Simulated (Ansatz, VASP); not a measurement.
**KBr: VASP beside Ansatz**

POSCAR

```
KBr
1.0
    0.0000000000      3.5548172386      3.5548172386
    3.5548172386      0.0000000000      3.5548172386
    3.5548172386      3.5548172386      0.0000000000
Br K
1 1
Direct
    0.5000000000      0.5000000000      0.5000000000
    0.0000000000      0.0000000000      0.0000000000
```

File INCAR.step1:

```
SYSTEM = KBr
  ALGO = Normal
  EDIFF = 1E-5
  ENCUT = 520
  GGA = PE
  GGA_COMPAT = .FALSE.
  ISIF = 2
  ISMEAR = 0
  LASPH = .TRUE.
  LCHARG = .FALSE.
  LORBIT = 11
  LORBMOM = .TRUE.
  LREAL = .FALSE.
  LSORBIT = .TRUE.
  LUSENCCL = .FALSE.
  LWAVE = .TRUE.
  MAGMOM = 0 0 0 0 0 0
  NBANDS = 28
  NELM = 150
  PREC = Accurate
  SIGMA = 0.05
```

INCAR.step2

```
SYSTEM = KBr
  AEXX = 0.25
  ALGO = Normal
  EDIFF = 1E-7
  ENCUT = 520
  GGA = PE
  GGA_COMPAT = .FALSE.
  HFSCREEN = 0.3
  ISIF = 2
  ISMEAR = 0
  ISTART = 1
  LASPH = .TRUE.
  LCHARG = .FALSE.
  LHFCALC = .TRUE.
  LORBIT = 11
  LORBMOM = .TRUE.
  LREAL = .FALSE.
  LSORBIT = .TRUE.
  LUSENCCL = .FALSE.
  LWAVE = .FALSE.
  MAGMOM = 0 0 0 0 0 0
  NBANDS = 28
  NELM = 150
  PREC = Accurate
  PRECFOCK = Normal
  SIGMA = 0.05
```

Contents of KPOINTS:

```
k-points
0
G
  4 4 4
  0 0 0
```

File input.yaml:

```yaml
crystal:
  lattice:
    - [0.0, 3.5548172386, 3.5548172386]
    - [3.5548172386, 0.0, 3.5548172386]
    - [3.5548172386, 3.5548172386, 0.0]
  atoms:
    - { symbol: Br, position: [0.5, 0.5, 0.5] }
    - { symbol: K, position: [0.0, 0.0, 0.0] }
hamiltonian:
  xc: { exchange: pbe, correlation: pbe, exx: { coeff: 0.25, omega: 0.3 } }
  pseudopotentials: { kind: paw_fr }
magnetization:
  noncollinear: true
  spin_orbit: true
kpoints:
  mp_grid: { grid: [4, 4, 4] }
scf:
  occupations: { method: gaussian, width: 0.05 }
  n_extra_bands: 6
  initial_density: { chi_scale: 0.3 }
  eigensolver: { kind: davidson }
output:
  forces: true
  stress: true
  eigenvalues: true
  dos: { projected: false, de: 0.05 }
basis:
  precision: f64
```

Alike in both runs: functional PBE-based screened hybrid; k mesh 4 × 4 × 4; occupations gaussian, width 0.05 eV; non-collinear spin, spin-orbit coupling.

|  | VASP | Ansatz |
| --- | --- | --- |
| version | VASP 6.6.1 | Ansatz 0.2.0 |
| potentials or method | VASP PAW PBE potentials, release 64 (Br, K_sv) | Ansatz PAW |
| plane-wave cutoff (eV) | 520 | 420 |
| valence electrons in the cell | 16 | 16 |
| task | single point | density of states |

|  | VASP | Ansatz | Ansatz less VASP |
| --- | --- | --- | --- |
| pressure (GPa) | -1.7 | -1.7 | 0.00 |
| net moment per atom (μB) | 0.00 | 0.00 | 0.000 |

VASP's potentials were made for PBE, not for PBE-based screened hybrid.

The k mesh is coarse, so the values compare programs but aren't converged.
